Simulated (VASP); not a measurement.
# NaCl (base) (Fm-3m) in VASP: notebook

Runs on NaCl (base). Level: PBEsol. Tasks: single point, relaxation of cell and atoms.

All numbers are computed with VASP 6.6.1; they aren't measurements. Logs are shortened: lines on timing, memory, paths and dates and some standing lists are left out, and cuts for length are marked.

## Step 1: The cell of the first run

Symmetry: Fm-3m, No. 225, cubic system. Conventional cell: a = 5.028 Å, b = 5.028 Å, c = 5.028 Å, α = 90.00°, β = 90.00°, γ = 90.00°. Within 3.3 Å of Na (site symmetry m-3m) lie 6 Cl at 2.51 Å. Within 3.3 Å of Cl (site symmetry m-3m) lie 6 Na at 2.51 Å.

## Step 2: Single point, PBEsol

INCAR reads:

```
PREC = Accurate ; ENCUT = 500
EDIFF = 1E-6 ; ISMEAR = 0
SIGMA = 0.02 ; LREAL = F
LASPH = T ; NELM = 120
ALGO = Normal ; ISIF = 2
LWAVE = F ; LCHARG = F
GGA = PS ; NBANDS = 14
GGA_COMPAT = F
```

KPOINTS reads:

```
Automatic mesh
0
Gamma
  12 12 12
```

POSCAR reads:

```
NaCl
1.0
    0.0000000000      2.5141340848      2.5141340848
    2.5141340848      0.0000000000      2.5141340848
    2.5141340848      2.5141340848      0.0000000000
Na Cl
1 1
Direct
    0.0000000000      0.0000000000      0.0000000000
    0.5000000000      0.5000000000      0.5000000000
```

Potentials or basis: VASP PAW PBE potentials, release 64 (Na_pv, Cl).

Command:

```sh
cat potpaw_PBE.64/Na_pv/POTCAR potpaw_PBE.64/Cl/POTCAR > POTCAR
mpirun -np 1 vasp_std > vasp.out
```

OUTCAR:

```text
PREC = Accurate
   ENCUT = 500
   EDIFF = 1E-6
   ISMEAR = 0
   LREAL = F
   LASPH = T
   NELM = 120
   ISIF = 2
   GGA = PS

 ion  position               nearest neighbor table
   1  0.000  0.000  0.000-   2 2.51   2 2.51   2 2.51   2 2.51   2 2.51   2 2.51
   2  0.500  0.500  0.500-   1 2.51   1 2.51   1 2.51   1 2.51   1 2.51   1 2.51

  LATTYP: Found a face centered cubic cell.
 ALAT       =     5.0282681696

  Lattice vectors:

 A1 = (   0.0000000000,   2.5141340848,   2.5141340848)
 A2 = (   2.5141340848,   0.0000000000,   2.5141340848)
 A3 = (   2.5141340848,   2.5141340848,   0.0000000000)

Analysis of symmetry for initial positions (statically):
=====================================================================
 Subroutine PRICEL returns:
 Original cell was already a primitive cell.

 Routine SETGRP: Setting up the symmetry group for a
 face centered cubic supercell.

 Subroutine GETGRP returns: Found 48 space group operations
 (whereof 48 operations were pure point group operations)
 out of a pool of 48 trial point group operations.

The static configuration has the point symmetry O_h .

Analysis of symmetry for dynamics (positions and initial velocities):
=====================================================================
 Subroutine PRICEL returns:
 Original cell was already a primitive cell.

 Routine SETGRP: Setting up the symmetry group for a
 face centered cubic supercell.

 Subroutine GETGRP returns: Found 48 space group operations
 (whereof 48 operations were pure point group operations)
 out of a pool of 48 trial point group operations.

The dynamic configuration has the point symmetry O_h .

 Subroutine INISYM returns: Found 48 space group operations
 (whereof 48 operations are pure point group operations),
 and found     1 'primitive' translations

----------------------------------------------------------------------------------------

                                     Primitive cell

  volume of cell :      31.7830

  direct lattice vectors                    reciprocal lattice vectors
     0.000000000  2.514134085  2.514134085    -0.198875630  0.198875630  0.198875630
     2.514134085  0.000000000  2.514134085     0.198875630 -0.198875630  0.198875630
     2.514134085  2.514134085  0.000000000     0.198875630  0.198875630 -0.198875630

  length of vectors
     3.555522520  3.555522520  3.555522520     0.344462696  0.344462696  0.344462696

  position of ions in fractional coordinates (direct lattice)
     0.000000000  0.000000000  0.000000000
     0.500000000  0.500000000  0.500000000

  ion indices of the primitive-cell ions
   primitive index   ion index
                 1           1
                 2           2

----------------------------------------------------------------------------------------

 KPOINTS: Automatic mesh

Automatic generation of k-mesh.
 Grid dimensions read from file:
 generate k-points for:   12   12   12

 Generating k-lattice:

  Cartesian coordinates                     Fractional coordinates (reciprocal lattice)
    -0.016572969  0.016572969  0.016572969     0.083333333  0.000000000  0.000000000
     0.016572969 -0.016572969  0.016572969     0.000000000  0.083333333  0.000000000
     0.016572969  0.016572969 -0.016572969     0.000000000  0.000000000  0.083333333

  Length of vectors
     0.028705225  0.028705225  0.028705225

  Shift w.r.t. Gamma in fractional coordinates (k-lattice)
     0.000000000  0.000000000  0.000000000

 Subroutine IBZKPT returns following result:
 ===========================================

 Found     72 irreducible k-points:

 Following reciprocal coordinates:
            Coordinates               Weight
  0.000000  0.000000  0.000000      1.000000
  0.083333  0.000000  0.000000      8.000000
  0.166667  0.000000  0.000000      8.000000
  0.250000  0.000000  0.000000      8.000000
  0.333333  0.000000  0.000000      8.000000
  0.416667  0.000000  0.000000      8.000000
[... 16 lines left out ...]
  0.500000  0.166667  0.000000     24.000000
 -0.416667  0.166667  0.000000     24.000000
 [... further k-points ...]
   k-points           NKPTS =     72   k-points in BZ     NKDIM =     72   number of bands    NBANDS=     14
   number of dos      NEDOS =    301   number of ions     NIONS =      2
   total plane-waves  NPLWV =  21952
   dimension x,y,z NGX =    28 NGY =   28 NGZ =   28
   dimension x,y,z NGXF=    56 NGYF=   56 NGZF=   56
   ions per type =               1   1
   NGX,Y,Z   is equivalent  to a cutoff of  13.09, 13.09, 13.09 a.u.
   NGXF,Y,Z  is equivalent  to a cutoff of  26.18, 26.18, 26.18 a.u.
 SYSTEM =  unknown system
   PREC   = accura    normal or accurate (medium, high low for compatibility)
   ISTART =      0    job   : 0-new  1-cont  2-samecut
   ICHARG =      2    charge: 1-file 2-atom 10-const
   ISPIN  =      1    spin polarized calculation?
   LNONCOLLINEAR =      F non collinear calculations
   LSORBIT =      F    spin-orbit coupling
   LASPH  =      T    aspherical Exc in radial PAW
   ENCUT  =  500.0 eV  36.75 Ry    6.06 a.u.   6.48  6.48  6.48*2*pi/ulx,y,z
   NELM   =    120;   NELMIN=  2; NELMDL= -5     # of ELM steps
   EDIFF  = 0.1E-05   stopping-criterion for ELM
   LREAL  =      F    real-space projection
[... 7 lines left out ...]
   TEBEG  =    0.0;   TEEND  =   0.0 temperature during run
   PSTRESS=    0.0 pullay stress
   NELECT =      14.0000    total number of electrons
   NUPDOWN=      -1.0000    fix difference up-down
   EMIN   =  10.00;   EMAX   =-10.00  energy-range for DOS
   EFERMI =   0.00;   METHOD = LEGACY
   ISMEAR =     0;   SIGMA  =   0.02  broadening in eV -4-tet -1-fermi 0-gaus
   EFERMI_NEDOS =   21; number of points for ismear=-14 and -15
   IALGO  =     38    algorithm
   IMIX   =      4    mixing-type and parameters
     AMIX     =   0.40;   BMIX     =  1.00
     AMIX_MAG =   1.60;   BMIX_MAG =  1.00
  volume/ion in A,a.u.               =      15.89       107.24
  Fermi-wavevector in a.u.,A,eV,Ry     =   1.245620  2.353881 21.110397  1.551570
  Thomas-Fermi vector in A             =   2.379835
   LORBIT       =      0    0 simple, 1 ext, 2 COOP (PROOUT), +10 PAW based schemes
   GGA     = PS    functional components
   LHFCALC =     F    Hartree Fock is set to
   AEXX    =    0.0000 exact exchange contribution
   IVDW    =     0    specifies the selected vdW correction
   LEPSILON=     F    determine dielectric tensor
   LRPA    =     F    only Hartree local field effects (RPA)
 non-spin polarized calculation
 Gauss-broadening in eV      SIGMA  =   0.02
  energy-cutoff  :      500.00
  volume of cell :       31.78
 maximum number of plane-waves:       869
 NGX is ok and might be reduce to    28
   NGX = 13   NGY = 13   NGZ = 13

 number of electron      13.9999993 magnetization

 Free energy of the ion-electron system (eV)
  ---------------------------------------------------
  ext. energy  EPLUGINS =         0.00000000
  ---------------------------------------------------
  free energy    TOTEN  =        -6.48449460 eV

  energy without entropy =       -6.48449460  energy(sigma->0) =       -6.48449460

 E-fermi :   1.8707     XC(G=0):  -9.9440

 val. band max:        1.7594078142   @ k =   0.0000   0.0000   0.0000
 cond. band min:       8.3478811921   @ k =   0.0000   0.0000   0.0000
 fundamental gap:      6.5884733779
 Fermi energy:         1.8707142962

 k-point     1 :       0.0000    0.0000    0.0000
  band No.  band energies     occupation
      1     -18.5472      2.00000
      2     -18.5472      2.00000
      3     -18.5472      2.00000
      4     -11.9982      2.00000
      5       1.7594      2.00000
      6       1.7594      2.00000
      7       1.7594      2.00000
      8       8.3479      0.00000
      9      12.8650      0.00000
     10      12.8650      0.00000
     11      12.8650      0.00000
     12      15.6222      0.00000
     13      15.6222      0.00000
     14      17.5444      0.00000

 k-point     2 :       0.0833    0.0000    0.0000
  band No.  band energies     occupation
      1     -18.5578      2.00000
      2     -18.5477      2.00000
      3     -18.5477      2.00000
      4     -11.9418      2.00000
      5       1.4598      2.00000
      6       1.7189      2.00000
      7       1.7189      2.00000
      8       8.6589      0.00000
      9      12.5822      0.00000
     10      13.0064      0.00000
     11      13.0064      0.00000
     12      15.5412      0.00000
     13      15.5412      0.00000
     14      18.2012      0.00000

 k-point     3 :       0.1667    0.0000    0.0000
  band No.  band energies     occupation
      1     -18.5865      2.00000
      2     -18.5491      2.00000
      3     -18.5491      2.00000
      4     -11.7839      2.00000
      5       0.7391      2.00000
      6       1.6110      2.00000
      7       1.6110      2.00000
      8       9.3011      0.00000
      9      12.2362      0.00000
     10      13.3313      0.00000
     11      13.3313      0.00000
     12      15.4752      0.00000
     13      15.4752      0.00000
     14      19.5485      0.00000
[... 324 lines left out ...]
 k-point    23 :       0.5000    0.1667    0.0000
  band No.  band energies     occupation
      1     -18.6732      2.00000
      2     -18.5702      2.00000
      3     -18.5614      2.00000
      4     -11.0605      2.00000
      5      -1.2264      2.00000
      6       0.6827      2.00000
      7       1.0766      2.00000
      8      10.1155      0.00000
      9      12.5653      0.00000
     10      13.7837      0.00000
     11      14.1306      0.00000
     12      18.4549      0.00000
     13      19.3980      0.00000
     14      21.0947      0.00000

 k-point    24 :      -0.4167    0.1667    0.0000
  band No.  band energies     occupation
      1     -18.6757      2.00000
      2     -18.5741      2.00000
      3     -18.5585      2.00000
      4     -11.0379      2.00000
      5      -1.2646      2.00000
      6       0.5900      2.00000
      7       1.1138      2.00000
      8      10.2056      0.00000
      9      12.5004      0.00000
     10      14.0414      0.00000
     11      14.2363      0.00000
     12      18.0746      0.00000
     13      19.0377      0.00000
     14      21.1102      0.00000

 [... further k-points ...]
[... 5 lines left out ...]
  --------------------------------------------------------------------------------------
  -------------------------------------------------------------------------------------
  Total        3.6196186      3.6196186      3.6196186     -0.0000000      0.0000000      0.0000000
  in kB      182.4643800    182.4643800    182.4643800     -0.0000000      0.0000000      0.0000000
  external PRESSURE =     182.4643800 kB  Pullay stress =       0.0000000 kB

 VOLUME and BASIS-vectors are now :
 -----------------------------------------------------------------------------
  energy-cutoff  :      500.00
  volume of cell :       31.78
      direct lattice vectors                 reciprocal lattice vectors
     0.000000000  2.514134085  2.514134085    -0.198875630  0.198875630  0.198875630
     2.514134085  0.000000000  2.514134085     0.198875630 -0.198875630  0.198875630
     2.514134085  2.514134085  0.000000000     0.198875630  0.198875630 -0.198875630

 POSITION                                       TOTAL-FORCE (eV/Angst)
 -----------------------------------------------------------------------------------
      0.00000      0.00000      0.00000         0.000000      0.000000      0.000000
      2.51413      2.51413      2.51413        -0.000000     -0.000000     -0.000000
 -----------------------------------------------------------------------------------
    total drift:                                0.000000      0.000000      0.000000

  FREE ENERGIE OF THE ION-ELECTRON SYSTEM (eV)
  ---------------------------------------------------
  free  energy   TOTEN  =        -6.4844945998 eV

  energy  without entropy=       -6.4844945998  energy(sigma->0) =       -6.48449460
```

Wall time 54 s (1 thread of Intel Xeon 8259CL, shared host); peak memory 0.16 GiB.

Results:

- Free energy: -6.4845 eV
- Pressure: 18.2 GPa
- Band gap on the k mesh: 6.59 eV, direct

Caveat: the PAW data sets were made with another functional, which shifts forces and pressure a little. A k mesh can miss the band edges.

## Step 3: Single point, PBEsol

INCAR reads:

```
SYSTEM = NaCl
  PREC = Accurate
  ENCUT = 500
  EDIFF = 1E-6
  ISMEAR = 0
  SIGMA = 0.02
  LREAL = .False.
  LASPH = .True.
  NELM = 120
  ALGO = Normal
  ISIF = 2
  LWAVE = .False.
  LCHARG = .True.
  GGA = PS
  LELF = .True.
  LVHAR = .True.
  NBANDS = 14
  GGA_COMPAT = .False.
```

KPOINTS reads:

```
Automatic mesh
0
Gamma
  12 12 12
  0 0 0
```

POSCAR is that of step 2.

Potentials or basis: VASP PAW PBE potentials, release 64 (Na_pv, Cl).

Command:

```sh
cat potpaw_PBE.64/Na_pv/POTCAR potpaw_PBE.64/Cl/POTCAR > POTCAR
mpirun -np 1 vasp_std > vasp.out
```

Wall time 53 s (1 thread of Intel Xeon 8259CL, shared host); peak memory 0.16 GiB.

Results (log left out):

```
Free energy            : -6.4845 eV
Pressure               : 18.2 GPa
Band gap on the k mesh : 6.59 eV, direct
```

Levels at points of the mesh, in eV from the valence-band top:
| k point | band 3 | band 4 | band 5 | band 6 | band 7 | band 8 | band 9 | band 10 | band 11 | band 12 |
| --- | --- | --- | --- | --- | --- | --- | --- | --- | --- | --- |
| (0.00, 0.00, 0.00) | -20.31 | -13.76 | 0.00 | 0.00 | 0.00 | 6.59 | 11.11 | 11.11 | 11.11 | 13.86 |
| (0.50, 0.00, 0.00) | -20.31 | -12.82 | -3.31 | -0.55 | -0.55 | 7.55 | 11.56 | 11.56 | 13.52 | 17.28 |
| (0.50, 0.50, 0.00) | -20.34 | -12.80 | -2.85 | -1.04 | -1.04 | 7.25 | 8.34 | 13.87 | 16.43 | 17.98 |

Caveat: the PAW data sets were made with another functional, which shifts forces and pressure a little. A k mesh can miss the band edges.

[end of part 1 of 2]
